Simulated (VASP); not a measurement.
# BP (I-4m2) in VASP: notebook

The runs below take BP through single point, with PBE, r2SCAN.

Program: VASP 6.6.1. These are calculated values, not measurements. Logs are shortened: lines on timing, memory, paths and dates and some standing lists are left out, and cuts for length are marked.

## (1) The cell of the first run

The structure is tetragonal, space group I-4m2 (No. 119). The conventional cell has a = 3.352 Å, b = 3.352 Å, c = 4.453 Å, α = 90.00°, β = 90.00°, γ = 90.00°. Within 2.7 Å of B (site symmetry -4m2) lie 4 P at 2.01 Å. P (site symmetry -4m2) has 4 B at 2.01 Å within 2.7 Å.

## (2) Single point, PBE (epitaxial xy strain +4.5%)

Contents of INCAR:

```
SYSTEM = BP
ALGO = Normal
EDIFF = 1E-7
ENCUT = 520
GGA = PE
ISIF = 2
ISMEAR = -1
LASPH = .TRUE.
LCHARG = .FALSE.
LREAL = .FALSE.
LWAVE = .FALSE.
NBANDS = 11
NELM = 80
PREC = Accurate
SIGMA = 0.02
```

Contents of KPOINTS:

```
k-points
0
G
  10 10 10
  0 0 0
```

Contents of POSCAR:

```
BP
1.0
    0.0000000000      2.3699362266      2.2267305251
    2.3699362266      0.0000000000      2.2267305251
    2.3699362266      2.3699362266      0.0000000000
B P
1 1
Direct
    0.0000000000      0.0000000000      0.0000000000
    0.2500000000      0.2500000000      0.2500000000
```

Potentials or basis: VASP PAW PBE potentials, release 64 (B, P).

The run is started by

```console
$ cat potpaw_PBE.64/B/POTCAR potpaw_PBE.64/P/POTCAR > POTCAR
$ mpirun -np 1 vasp_std > vasp.out
```

OUTCAR:

```text
SYSTEM = BP
   EDIFF = 1E-7
   ENCUT = 520
   GGA = PE
   ISIF = 2
   ISMEAR = -1
   LASPH = .TRUE.
   LREAL = .FALSE.
   NELM = 80
   PREC = Accurate

 ion  position               nearest neighbor table
   1  0.000  0.000  0.000-   2 2.01   2 2.01   2 2.01   2 2.01
   2  0.250  0.250  0.250-   1 2.01   1 2.01   1 2.01   1 2.01

  LATTYP: Found a body centered tetragonal cell.
 ALAT       =     3.3515959536
 C/A-ratio  =     1.3287583324

  Lattice vectors:

 A1 = (   0.0000000000,  -2.3699362266,  -2.2267305251)
 A2 = (   0.0000000000,   2.3699362266,  -2.2267305251)
 A3 = (   2.3699362266,   0.0000000000,   2.2267305251)

Analysis of symmetry for initial positions (statically):
=====================================================================
 Subroutine PRICEL returns:
 Original cell was already a primitive cell.

 Routine SETGRP: Setting up the symmetry group for a
 body centered tetragonal supercell.

 Subroutine GETGRP returns: Found  8 space group operations
 (whereof  8 operations were pure point group operations)
 out of a pool of 16 trial point group operations.

The static configuration has the point symmetry D_2d.

Analysis of symmetry for dynamics (positions and initial velocities):
=====================================================================
 Subroutine PRICEL returns:
 Original cell was already a primitive cell.

 Routine SETGRP: Setting up the symmetry group for a
 body centered tetragonal supercell.

 Subroutine GETGRP returns: Found  8 space group operations
 (whereof  8 operations were pure point group operations)
 out of a pool of 16 trial point group operations.

The dynamic configuration has the point symmetry D_2d.

 Subroutine INISYM returns: Found  8 space group operations
 (whereof  8 operations are pure point group operations),
 and found     1 'primitive' translations

----------------------------------------------------------------------------------------

                                     Primitive cell

  volume of cell :      25.0133

  direct lattice vectors                    reciprocal lattice vectors
     0.000000000  2.369936227  2.226730525    -0.210976141  0.210976141  0.224544459
     2.369936227  0.000000000  2.226730525     0.210976141 -0.210976141  0.224544459
     2.369936227  2.369936227  0.000000000     0.210976141  0.210976141 -0.224544459

  length of vectors
     3.251911215  3.251911215  3.351595954     0.373419440  0.373419440  0.373419440

  position of ions in fractional coordinates (direct lattice)
     0.000000000  0.000000000  0.000000000
     0.250000000  0.250000000  0.250000000

  ion indices of the primitive-cell ions
   primitive index   ion index
                 1           1
                 2           2

----------------------------------------------------------------------------------------

 KPOINTS: k-points

Automatic generation of k-mesh.
 Grid dimensions read from file:
 generate k-points for:   10   10   10

 Generating k-lattice:

  Cartesian coordinates                     Fractional coordinates (reciprocal lattice)
    -0.021097614  0.021097614  0.022454446     0.100000000  0.000000000  0.000000000
     0.021097614 -0.021097614  0.022454446     0.000000000  0.100000000  0.000000000
     0.021097614  0.021097614 -0.022454446    -0.000000000 -0.000000000  0.100000000

  Length of vectors
     0.037341944  0.037341944  0.037341944

  Shift w.r.t. Gamma in fractional coordinates (k-lattice)
     0.000000000  0.000000000  0.000000000

 Subroutine IBZKPT returns following result:
 ===========================================

 Found    102 irreducible k-points:

 Following reciprocal coordinates:
            Coordinates               Weight
  0.000000  0.000000  0.000000      1.000000
  0.100000  0.000000  0.000000      8.000000
  0.200000  0.000000  0.000000      8.000000
  0.300000  0.000000  0.000000      8.000000
  0.400000  0.000000  0.000000      8.000000
  0.500000  0.000000  0.000000      4.000000
[... 16 lines left out ...]
  0.300000  0.300000  0.000000      2.000000
  0.400000  0.300000  0.000000      8.000000
 [... further k-points ...]
   k-points           NKPTS =    102   k-points in BZ     NKDIM =    102   number of bands    NBANDS=     11
   number of dos      NEDOS =    301   number of ions     NIONS =      2
   total plane-waves  NPLWV =  16128
   dimension x,y,z NGX =    24 NGY =   24 NGZ =   28
   dimension x,y,z NGXF=    48 NGYF=   48 NGZF=   56
   ions per type =               1   1
   NGX,Y,Z   is equivalent  to a cutoff of  12.27, 12.27, 13.89 a.u.
   NGXF,Y,Z  is equivalent  to a cutoff of  24.54, 24.54, 27.78 a.u.
 SYSTEM =  BP
   PREC   = accura    normal or accurate (medium, high low for compatibility)
   ISTART =      0    job   : 0-new  1-cont  2-samecut
   ICHARG =      2    charge: 1-file 2-atom 10-const
   ISPIN  =      1    spin polarized calculation?
   LNONCOLLINEAR =      F non collinear calculations
   LSORBIT =      F    spin-orbit coupling
   LASPH  =      T    aspherical Exc in radial PAW
   ENCUT  =  520.0 eV  38.22 Ry    6.18 a.u.   6.05  6.05  6.23*2*pi/ulx,y,z
   NELM   =     80;   NELMIN=  2; NELMDL= -5     # of ELM steps
   EDIFF  = 0.1E-06   stopping-criterion for ELM
   LREAL  =      F    real-space projection
   EDIFFG = 0.1E-05   stopping-criterion for IOM
   NSW    =      0    number of steps for IOM
   IBRION =     -1    ionic relax: 0-MD 1-quasi-New 2-CG
   NFREE  =      0    steps in history (QN), initial steepest desc. (CG)
   ISIF   =      2    stress and relaxation
   ISYM   =      2    0-nonsym 1-usesym 2-fastsym
   POTIM  = 0.5000    time-step for ionic-motion
   TEBEG  =    0.0;   TEEND  =   0.0 temperature during run
   PSTRESS=    0.0 pullay stress
   NELECT =       8.0000    total number of electrons
   NUPDOWN=      -1.0000    fix difference up-down
   EMIN   =  10.00;   EMAX   =-10.00  energy-range for DOS
   EFERMI =   0.00;   METHOD = LEGACY
   ISMEAR =    -1;   SIGMA  =   0.02  broadening in eV -4-tet -1-fermi 0-gaus
   EFERMI_NEDOS =   21; number of points for ismear=-14 and -15
   IALGO  =     38    algorithm
   IMIX   =      4    mixing-type and parameters
     AMIX     =   0.40;   BMIX     =  1.00
     AMIX_MAG =   1.60;   BMIX_MAG =  1.00
  volume/ion in A,a.u.               =      12.51        84.40
  Fermi-wavevector in a.u.,A,eV,Ry     =   1.119561  2.115664 17.053777  1.253417
  Thomas-Fermi vector in A             =   2.256201
   LORBIT       =      0    0 simple, 1 ext, 2 COOP (PROOUT), +10 PAW based schemes
   GGA     = PE    functional components
   LHFCALC =     F    Hartree Fock is set to
   AEXX    =    0.0000 exact exchange contribution
   IVDW    =     0    specifies the selected vdW correction
   LEPSILON=     F    determine dielectric tensor
   LRPA    =     F    only Hartree local field effects (RPA)
 non-spin polarized calculation
  energy-cutoff  :      520.00
  volume of cell :       25.01
 maximum number of plane-waves:       688
   NGX = 13   NGY = 13   NGZ = 13

 number of electron       7.9999999 magnetization

 Free energy of the ion-electron system (eV)
  ---------------------------------------------------
  ext. energy  EPLUGINS =         0.00000000
  ---------------------------------------------------
  free energy    TOTEN  =       -12.83831482 eV

  energy without entropy =      -12.83831480  energy(sigma->0) =      -12.83831481

 E-fermi :   7.2324     XC(G=0): -10.6203

 val. band max:        7.0167277071   @ k =   0.0000   0.0000   0.0000
 cond. band min:       7.4618528324   @ k =   0.4000   0.4000   0.0000
 fundamental gap:      0.4451251253
 Fermi energy:         7.2323541163

 k-point     1 :       0.0000    0.0000    0.0000
  band No.  band energies     occupation
      1      -8.2153      2.00000
      2       6.4685      2.00000
      3       6.4685      2.00000
      4       7.0167      1.99996
      5       9.7370      0.00000
      6      10.1019      0.00000
      7      10.1019      0.00000
      8      12.9571      0.00000
      9      17.7295      0.00000
     10      17.8274      0.00000
     11      19.2281      0.00000

 k-point     2 :       0.1000    0.0000    0.0000
  band No.  band energies     occupation
      1      -8.0448      2.00000
      2       5.3661      2.00000
      3       6.1734      2.00000
      4       6.6105      2.00000
      5      10.0371      0.00000
      6      10.4642      0.00000
      7      10.5397      0.00000
      8      13.5551      0.00000
      9      17.3274      0.00000
     10      18.2179      0.00000
     11      18.4694      0.00000

 k-point     3 :       0.2000    0.0000    0.0000
  band No.  band energies     occupation
      1      -7.5409      2.00000
      2       3.1544      2.00000
      3       5.5964      2.00000
      4       6.1012      2.00000
      5      10.2031      0.00000
      6      11.0554      0.00000
      7      11.1784      0.00000
      8      14.9265      0.00000
      9      17.0337      0.00000
     10      17.6021      0.00000
     11      19.2341      0.00000

 k-point     4 :       0.3000    0.0000    0.0000
  band No.  band energies     occupation
      1      -6.7356      2.00000
      2       0.9161      2.00000
      3       5.0766      2.00000
      4       5.6807      2.00000
      5      10.0283      0.00000
      6      11.2463      0.00000
      7      11.7010      0.00000
      8      16.1195      0.00000
      9      17.7833      0.00000
     10      17.8833      0.00000
     11      19.5103      0.00000
[... 239 lines left out ...]
 k-point    22 :      -0.2000    0.2000    0.0000
  band No.  band energies     occupation
      1      -6.5238      2.00000
      2       1.7249      2.00000
      3       3.0418      2.00000
      4       5.0948      2.00000
      5      10.4621      0.00000
      6      11.8671      0.00000
      7      13.1565      0.00000
      8      14.6342      0.00000
      9      15.9087      0.00000
     10      19.2789      0.00000
     11      21.2280      0.00000

 k-point    23 :       0.3000    0.3000    0.0000
  band No.  band energies     occupation
      1      -6.0625      2.00000
      2       2.2934      2.00000
      3       3.3021      2.00000
      4       3.3021      2.00000
      5       7.7393      0.00000
      6      10.4816      0.00000
      7      15.1011      0.00000
      8      15.1011      0.00000
      9      19.3198      0.00000
     10      20.2147      0.00000
     11      22.8479      0.00000

 k-point    24 :       0.4000    0.3000    0.0000
  band No.  band energies     occupation
      1      -5.2490      2.00000
      2       0.8823      2.00000
      3       2.7392      2.00000
      4       2.9926      2.00000
      5       8.0051      0.00000
      6       9.9746      0.00000
      7      15.6288      0.00000
      8      15.6796      0.00000
      9      20.2707      0.00000
     10      21.2799      0.00000
     11      23.1673      0.00000

 [... further k-points ...]
[... 5 lines left out ...]
  --------------------------------------------------------------------------------------
  -------------------------------------------------------------------------------------
  Total       -2.1639133     -2.1639133      0.0913607      0.0000000      0.0000000     -0.0000000
  in kB     -138.6051826   -138.6051826      5.8519284      0.0000000      0.0000000     -0.0000000
  external PRESSURE =     -90.4528123 kB  Pullay stress =       0.0000000 kB

 VOLUME and BASIS-vectors are now :
 -----------------------------------------------------------------------------
  energy-cutoff  :      520.00
  volume of cell :       25.01
      direct lattice vectors                 reciprocal lattice vectors
     0.000000000  2.369936227  2.226730525    -0.210976141  0.210976141  0.224544459
     2.369936227  0.000000000  2.226730525     0.210976141 -0.210976141  0.224544459
     2.369936227  2.369936227  0.000000000     0.210976141  0.210976141 -0.224544459

 POSITION                                       TOTAL-FORCE (eV/Angst)
 -----------------------------------------------------------------------------------
      0.00000      0.00000      0.00000         0.000000      0.000000      0.000000
      1.18497      1.18497      1.11337        -0.000000     -0.000000     -0.000000
 -----------------------------------------------------------------------------------
    total drift:                               -0.000000     -0.000000      0.000000

  FREE ENERGIE OF THE ION-ELECTRON SYSTEM (eV)
  ---------------------------------------------------
  free  energy   TOTEN  =       -12.8383148179 eV

  energy  without entropy=      -12.8383147977  energy(sigma->0) =      -12.83831481
```

It took 15 s on 1 thread of Intel Xeon Platinum 8375C at 2.90GHz (Ice Lake), shared host; peak memory 0.15 GiB.

What came out:

* Free energy: -12.8383 eV
* Pressure: -9.0 GPa
* Band gap on the k mesh: 0.45 eV, indirect (least direct gap 2.72 eV)

Stress tensor (GPa, compression positive):
```
-13.86   0.00   0.00
  0.00 -13.86   0.00
  0.00   0.00   0.59
```

Caveat: the cell differs from its parent crystal (epitaxial xy strain +4.5%). A k mesh can miss the band edges.

## (3) Single point, r2SCAN (epitaxial xy strain +4.5%)

POSCAR is that of step 2.

Contents of INCAR.step1:

```
PREC = Accurate ; ENCUT = 520
ISMEAR = 0 ; SIGMA = 0.01
LREAL = F ; LASPH = T
NELM = 100 ; NBANDS = 11
GGA = PE ; ALGO = Normal
EDIFF = 1E-4 ; LWAVE = T
LCHARG = F
```

Contents of INCAR.step2:

```
PREC = Accurate ; ENCUT = 520
EDIFF = 1E-6 ; ISMEAR = 0
SIGMA = 0.01 ; LREAL = F
LASPH = T ; NELM = 100
ALGO = Normal ; ISIF = 2
LWAVE = F ; LCHARG = T
METAGGA = R2SCAN ; LMIXTAU = T
LELF = T ; LVHAR = T
NBANDS = 11 ; ISTART = 1
```

Contents of KPOINTS:

```
regular mesh
0
Gamma
  10 10 10
```

Potentials or basis: VASP PAW PBE potentials, release 64 (B, P).

The run is started by

```console
$ cat potpaw_PBE.64/B/POTCAR potpaw_PBE.64/P/POTCAR > POTCAR
$ cp INCAR.step1 INCAR
$ mpirun -np 1 vasp_std > vasp.out
$ cp INCAR.step2 INCAR
$ mpirun -np 1 vasp_std > vasp.out
```

It took 55 s on 1 thread of Intel Xeon Platinum 8375C at 2.90GHz (Ice Lake), shared host; peak memory 0.16 GiB.

It converged, with:

```yaml
Free_energy: -17.1990 eV
Pressure: -10.7 GPa
Band_gap_on_the_k_mesh: 0.60 eV, indirect (least direct gap 2.91 eV)
```

Stress tensor (GPa, compression positive):
```
-15.91   0.00   0.00
  0.00 -15.91   0.00
  0.00   0.00  -0.39
```

Levels at points of the mesh, in eV from the valence-band top:
```
           k point  band 1  band 2  band 3  band 4  band 5  band 6  band 7  band 8  band 9
(0.00, 0.00, 0.00)  -16.03   -0.58   -0.58    0.00    2.91    3.31    3.31    6.49   11.28
(0.50, 0.00, 0.00)  -12.79   -9.39   -2.54   -1.79    3.04    4.32    5.18   10.31   13.87
(0.50, 0.50, 0.00)  -10.86   -8.79   -4.89   -4.89    0.81    1.02   11.98   11.98   15.52
(0.50, 0.00, 0.50)  -11.43   -9.33   -4.31   -4.19    1.53    1.88   11.31   12.39   14.53
```

Caveat: the cell differs from its parent crystal (epitaxial xy strain +4.5%); the PAW data sets were made with another functional, which shifts forces and pressure a little.
